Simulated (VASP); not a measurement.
# Rh (Fm-3m) in VASP: single point with PBEsol

Aim: the single point of Rh with PBEsol.

All numbers are computed with VASP 6.6.1; they aren't measurements. Logs are shortened: lines on timing, memory, paths and dates and some standing lists are left out, and cuts for length are marked.

## Step 1: The cell of the first run

The structure is cubic, space group Fm-3m (No. 225). The conventional cell has a = 3.780 Å, b = 3.780 Å, c = 3.780 Å, α = 90.00°, β = 90.00°, γ = 90.00°. Within 3.5 Å of Rh (site symmetry m-3m) lie 12 Rh at 2.67 Å.

## Step 2: Single point, PBEsol

File INCAR:

```
SYSTEM = Rh
ALGO = Fast
EDIFF = 1E-6
ENCUT = 520
GGA = PS
ISIF = 2
ISMEAR = 0
LASPH = .TRUE.
LCHARG = .TRUE.
LELF = .TRUE.
LREAL = .FALSE.
LVHAR = .TRUE.
LWAVE = .FALSE.
NBANDS = 14
NELM = 100
PREC = Accurate
SIGMA = 0.15
```

File KPOINTS:

```
k-points
0
G
  16 16 16
  0 0 0
```

File POSCAR:

```
Rh
1.0
    0.0000000000      1.8899965795      1.8899965795
    1.8899965795      0.0000000000      1.8899965795
    1.8899965795      1.8899965795      0.0000000000
Rh
1
Direct
    0.0000000000      0.0000000000      0.0000000000
```

Potentials or basis: VASP PAW PBE potentials, release 64 (Rh_pv).

Launch:

```sh
$ cat potpaw_PBE.64/Rh_pv/POTCAR > POTCAR
$ mpirun -np 1 vasp_std > vasp.out
```

OUTCAR:

```text
SYSTEM = Rh
   EDIFF = 1E-6
   ENCUT = 520
   GGA = PS
   ISIF = 2
   ISMEAR = 0
   LASPH = .TRUE.
   LREAL = .FALSE.
   NELM = 100
   PREC = Accurate

 ion  position               nearest neighbor table
   1  0.000  0.000  0.000-

  LATTYP: Found a face centered cubic cell.
 ALAT       =     3.7799931590

  Lattice vectors:

 A1 = (   0.0000000000,   1.8899965795,   1.8899965795)
 A2 = (   1.8899965795,   0.0000000000,   1.8899965795)
 A3 = (   1.8899965795,   1.8899965795,   0.0000000000)

Analysis of symmetry for initial positions (statically):
=====================================================================
 Subroutine PRICEL returns:
 Original cell was already a primitive cell.

 Routine SETGRP: Setting up the symmetry group for a
 face centered cubic supercell.

 Subroutine GETGRP returns: Found 48 space group operations
 (whereof 48 operations were pure point group operations)
 out of a pool of 48 trial point group operations.

The static configuration has the point symmetry O_h .

Analysis of symmetry for dynamics (positions and initial velocities):
=====================================================================
 Subroutine PRICEL returns:
 Original cell was already a primitive cell.

 Routine SETGRP: Setting up the symmetry group for a
 face centered cubic supercell.

 Subroutine GETGRP returns: Found 48 space group operations
 (whereof 48 operations were pure point group operations)
 out of a pool of 48 trial point group operations.

The dynamic configuration has the point symmetry O_h .

 Subroutine INISYM returns: Found 48 space group operations
 (whereof 48 operations are pure point group operations),
 and found     1 'primitive' translations

----------------------------------------------------------------------------------------

                                     Primitive cell

  volume of cell :      13.5025

  direct lattice vectors                    reciprocal lattice vectors
     0.000000000  1.889996579  1.889996579    -0.264550743  0.264550743  0.264550743
     1.889996579  0.000000000  1.889996579     0.264550743 -0.264550743  0.264550743
     1.889996579  1.889996579  0.000000000     0.264550743  0.264550743 -0.264550743

  length of vectors
     2.672858796  2.672858796  2.672858796     0.458215329  0.458215329  0.458215329

  position of ions in fractional coordinates (direct lattice)
     0.000000000  0.000000000  0.000000000

  ion indices of the primitive-cell ions
   primitive index   ion index
                 1           1

----------------------------------------------------------------------------------------

 KPOINTS: k-points

Automatic generation of k-mesh.
 Grid dimensions read from file:
 generate k-points for:   16   16   16

 Generating k-lattice:

  Cartesian coordinates                     Fractional coordinates (reciprocal lattice)
    -0.016534421  0.016534421  0.016534421     0.062500000  0.000000000  0.000000000
     0.016534421 -0.016534421  0.016534421     0.000000000  0.062500000  0.000000000
     0.016534421  0.016534421 -0.016534421     0.000000000  0.000000000  0.062500000

  Length of vectors
     0.028638458  0.028638458  0.028638458

  Shift w.r.t. Gamma in fractional coordinates (k-lattice)
     0.000000000  0.000000000  0.000000000

 Subroutine IBZKPT returns following result:
 ===========================================

 Found    145 irreducible k-points:

 Following reciprocal coordinates:
            Coordinates               Weight
  0.000000  0.000000  0.000000      1.000000
  0.062500  0.000000  0.000000      8.000000
  0.125000  0.000000  0.000000      8.000000
  0.187500  0.000000  0.000000      8.000000
  0.250000  0.000000  0.000000      8.000000
  0.312500  0.000000  0.000000      8.000000
[... 16 lines left out ...]
 -0.125000  0.062500  0.000000     24.000000
 -0.062500  0.062500  0.000000     12.000000
 [... further k-points ...]
   k-points           NKPTS =    145   k-points in BZ     NKDIM =    145   number of bands    NBANDS=     14
   number of dos      NEDOS =    301   number of ions     NIONS =      1
   total plane-waves  NPLWV =   8000
   dimension x,y,z NGX =    20 NGY =   20 NGZ =   20
   dimension x,y,z NGXF=    40 NGYF=   40 NGZF=   40
   ions per type =               1
   NGX,Y,Z   is equivalent  to a cutoff of  12.44, 12.44, 12.44 a.u.
   NGXF,Y,Z  is equivalent  to a cutoff of  24.88, 24.88, 24.88 a.u.
 SYSTEM =  Rh
   PREC   = accura    normal or accurate (medium, high low for compatibility)
   ISTART =      0    job   : 0-new  1-cont  2-samecut
   ICHARG =      2    charge: 1-file 2-atom 10-const
   ISPIN  =      1    spin polarized calculation?
   LNONCOLLINEAR =      F non collinear calculations
   LSORBIT =      F    spin-orbit coupling
   LASPH  =      T    aspherical Exc in radial PAW
   ENCUT  =  520.0 eV  38.22 Ry    6.18 a.u.   4.97  4.97  4.97*2*pi/ulx,y,z
   NELM   =    100;   NELMIN=  2; NELMDL= -5     # of ELM steps
   EDIFF  = 0.1E-05   stopping-criterion for ELM
   LREAL  =      F    real-space projection
   EDIFFG = 0.1E-04   stopping-criterion for IOM
   NSW    =      0    number of steps for IOM
   IBRION =     -1    ionic relax: 0-MD 1-quasi-New 2-CG
   NFREE  =      0    steps in history (QN), initial steepest desc. (CG)
   ISIF   =      2    stress and relaxation
   ISYM   =      2    0-nonsym 1-usesym 2-fastsym
   POTIM  = 0.5000    time-step for ionic-motion
   TEBEG  =    0.0;   TEEND  =   0.0 temperature during run
   PSTRESS=    0.0 pullay stress
   NELECT =      15.0000    total number of electrons
   NUPDOWN=      -1.0000    fix difference up-down
   EMIN   =  10.00;   EMAX   =-10.00  energy-range for DOS
   EFERMI =   0.00;   METHOD = LEGACY
   ISMEAR =     0;   SIGMA  =   0.15  broadening in eV -4-tet -1-fermi 0-gaus
   EFERMI_NEDOS =   21; number of points for ismear=-14 and -15
   IALGO  =     68    algorithm
   IMIX   =      4    mixing-type and parameters
     AMIX     =   0.40;   BMIX     =  1.00
     AMIX_MAG =   1.60;   BMIX_MAG =  1.00
  volume/ion in A,a.u.               =      13.50        91.12
  Fermi-wavevector in a.u.,A,eV,Ry     =   1.695512  3.204053 39.113503  2.874761
  Thomas-Fermi vector in A             =   2.776543
   LORBIT       =      0    0 simple, 1 ext, 2 COOP (PROOUT), +10 PAW based schemes
   GGA     = PS    functional components
   LHFCALC =     F    Hartree Fock is set to
   AEXX    =    0.0000 exact exchange contribution
   IVDW    =     0    specifies the selected vdW correction
   LEPSILON=     F    determine dielectric tensor
   LRPA    =     F    only Hartree local field effects (RPA)
 non-spin polarized calculation
 RMM-DIIS sequential band-by-band and
 Gauss-broadening in eV      SIGMA  =   0.15
  energy-cutoff  :      520.00
  volume of cell :       13.50
 maximum number of plane-waves:       380
   NGX =  9   NGY =  9   NGZ =  9

 number of electron      15.0000006 magnetization

 Free energy of the ion-electron system (eV)
  ---------------------------------------------------
  ext. energy  EPLUGINS =         0.00000000
  ---------------------------------------------------
  free energy    TOTEN  =        -8.14483860 eV

  energy without entropy =       -8.12881611  energy(sigma->0) =       -8.13682735

 E-fermi :  12.0859     XC(G=0): -14.3346

 val. band max:       12.0791134174   @ k =  -0.3750   0.2500   0.0000
 cond. band min:      12.0862828524   @ k =  -0.1875   0.1250   0.0000
 fundamental gap:      0.0071694350
 Fermi energy:        12.0858805624

 k-point     1 :       0.0000    0.0000    0.0000
  band No.  band energies     occupation
      1     -34.2727      2.00000
      2     -34.2727      2.00000
      3     -34.2727      2.00000
      4       3.9012      2.00000
      5       8.9080      2.00000
      6       8.9080      2.00000
      7       8.9080      2.00000
      8      11.0822      2.00000
      9      11.0822      2.00000
     10      28.0084      0.00000
     11      32.4087      0.00000
     12      33.5630      0.00000
     13      33.5630      0.00000
     14      33.5630      0.00000

 k-point     2 :       0.0625    0.0000    0.0000
  band No.  band energies     occupation
      1     -34.3037      2.00000
      2     -34.2769      2.00000
      3     -34.2769      2.00000
      4       4.0616      2.00000
      5       8.8355      2.00000
      6       8.9712      2.00000
      7       8.9712      2.00000
      8      11.0461      2.00000
      9      11.0461      2.00000
     10      28.2459      0.00000
     11      32.4029      0.00000
     12      32.7063      0.00000
     13      33.8012      0.00000
     14      33.8012      0.00000

 k-point     3 :       0.1250    0.0000    0.0000
  band No.  band energies     occupation
      1     -34.3913      2.00000
      2     -34.2887      2.00000
      3     -34.2887      2.00000
      4       4.5152      2.00000
      5       8.6643      2.00000
      6       9.1294      2.00000
      7       9.1294      2.00000
      8      10.9772      2.00000
      9      10.9772      2.00000
     10      28.8610      0.00000
     11      30.9988      0.00000
     12      32.4118      0.00000
     13      34.4866      0.00000
     14      34.4866      0.00000

 k-point     4 :       0.1875    0.0000    0.0000
  band No.  band energies     occupation
      1     -34.5211      2.00000
      2     -34.3063      2.00000
      3     -34.3063      2.00000
      4       5.1543      2.00000
      5       8.5437      2.00000
      6       9.2770      2.00000
      7       9.2770      2.00000
      8      10.9967      2.00000
      9      10.9967      2.00000
     10      29.1067      0.00000
     11      29.5803      0.00000
     12      32.4105      0.00000
     13      35.5277      0.00000
     14      35.5277      0.00000

 k-point     5 :       0.2500    0.0000    0.0000
  band No.  band energies     occupation
      1     -34.6721      2.00000
      2     -34.3270      2.00000
      3     -34.3270      2.00000
      4       5.7211      2.00000
      5       8.7649      2.00000
      6       9.2829      2.00000
      7       9.2829      2.00000
      8      11.2425      2.00000
      9      11.2425      2.00000
     10      27.2629      0.00000
     11      29.6726      0.00000
[... 276 lines left out ...]
 k-point    22 :      -0.1875    0.0625    0.0000
  band No.  band energies     occupation
      1     -34.5765      2.00000
      2     -34.3423      2.00000
      3     -34.3049      2.00000
      4       5.5019      2.00000
      5       8.4138      2.00000
      6       9.3411      2.00000
      7       9.3893      2.00000
      8      10.7125      2.00000
      9      11.4246      2.00000
     10      28.5923      0.00000
     11      29.8262      0.00000
     12      32.4104      0.00000
     13      34.6271      0.00000
     14      36.8067      0.00000

 k-point    23 :      -0.1250    0.0625    0.0000
  band No.  band energies     occupation
      1     -34.4433      2.00000
      2     -34.3181      2.00000
      3     -34.2883      2.00000
      4       4.8487      2.00000
      5       8.5004      2.00000
      6       9.2434      2.00000
      7       9.2749      2.00000
      8      10.7215      2.00000
      9      11.1870      2.00000
     10      29.2699      0.00000
     11      30.3721      0.00000
     12      32.4112      0.00000
     13      33.9468      0.00000
     14      35.4757      0.00000

 k-point    24 :      -0.0625    0.0625    0.0000
  band No.  band energies     occupation
      1     -34.3470      2.00000
      2     -34.2951      2.00000
      3     -34.2784      2.00000
      4       4.3212      2.00000
      5       8.7000      2.00000
      6       9.0582      2.00000
      7       9.1074      2.00000
      8      10.8869      2.00000
      9      11.1073      2.00000
     10      28.6159      0.00000
     11      31.8647      0.00000
     12      32.4155      0.00000
     13      33.6366      0.00000
     14      34.4399      0.00000

 [... further k-points ...]

------------------------ aborting loop because EDIFF is reached ----------------------------------------

  FORCE on cell =-STRESS in cart. coord.  units (eV):
  Direction    XX          YY          ZZ          XY          YZ          ZX
  --------------------------------------------------------------------------------------
  -------------------------------------------------------------------------------------
  Total       -0.0037929     -0.0037929     -0.0037929      0.0000000      0.0000000     -0.0000000
  in kB       -0.4500533     -0.4500533     -0.4500533      0.0000000      0.0000000     -0.0000000
  external PRESSURE =      -0.4500533 kB  Pullay stress =       0.0000000 kB

 VOLUME and BASIS-vectors are now :
 -----------------------------------------------------------------------------
  energy-cutoff  :      520.00
  volume of cell :       13.50
      direct lattice vectors                 reciprocal lattice vectors
     0.000000000  1.889996579  1.889996579    -0.264550743  0.264550743  0.264550743
     1.889996579  0.000000000  1.889996579     0.264550743 -0.264550743  0.264550743
     1.889996579  1.889996579  0.000000000     0.264550743  0.264550743 -0.264550743

 POSITION                                       TOTAL-FORCE (eV/Angst)
 -----------------------------------------------------------------------------------
      0.00000      0.00000      0.00000        -0.000000      0.000000      0.000000
 -----------------------------------------------------------------------------------
    total drift:                                0.000000      0.000000      0.000000

  FREE ENERGIE OF THE ION-ELECTRON SYSTEM (eV)
  ---------------------------------------------------
  free  energy   TOTEN  =        -8.1448386023 eV

  energy  without entropy=       -8.1288161069  energy(sigma->0) =       -8.13682735
```

It took 12 s on 1 thread of Intel Xeon 6975P-C (Granite Rapids), shared host; peak memory 0.14 GiB.

Results:

| Item | Value |
| --- | --- |
| Free energy | -8.1448 eV |
| Pressure | 0.0 GPa |
| Band gap on the k mesh | zero (an odd number of electrons rules out a gap without spin polarisation) |

Caveat: the PAW data sets were made with another functional, which shifts forces and pressure a little.
